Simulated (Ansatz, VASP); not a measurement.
**Two plane-wave programs on KZn5Ir**

```xyz
7
Lattice="4.4056 0.0000 0.0000 0.0000 4.4056 0.0000 0.0000 0.0000 7.9593" Properties=species:S:1:pos:R:3 pbc="T T T"
K     2.2028    2.2028    0.0000
Zn    2.2028    0.0000    5.2845
Zn    0.0000    2.2028    5.2845
Zn    2.2028    0.0000    2.6748
Zn    0.0000    2.2028    2.6748
Zn    0.0000    0.0000    0.0000
Ir    0.0000    0.0000    3.9797
```

Alike in both runs: functional PBE; k mesh 4 × 4 × 4; occupations gaussian, width 0.1 eV; no spin polarisation.

Ansatz relaxed the structure, and its values are those at the end. VASP's run is a single point on that final structure, the one shown.

|  | VASP | Ansatz |
| --- | --- | --- |
| version | VASP 6.6.1 | Ansatz 0.2.0 |
| potentials or method | VASP PAW PBE potentials, release 64 (K_sv, Zn, Ir), cutoff 520 eV | scalar-relativistic, plane waves, PAW |
| valence electrons in the cell | 78 | 86 |

Ansatz gave:

```
gap on the k mesh at the Fermi level (eV) : none
pressure (GPa)                            : 0.1
rms of the force components (eV/Å)        : 0.002
```

Which values does VASP return?

gap on the k mesh at the Fermi level (eV): none; pressure (GPa): 0.3; rms of the force components (eV/Å): 0.008.

A gap of «none» marks a metal or a gap that the smearing closes. VASP's potentials hold 78 valence electrons a cell and Ansatz's 86, so a difference there can come from the potentials and not from the codes.

Neither program's run includes spin-orbit coupling.
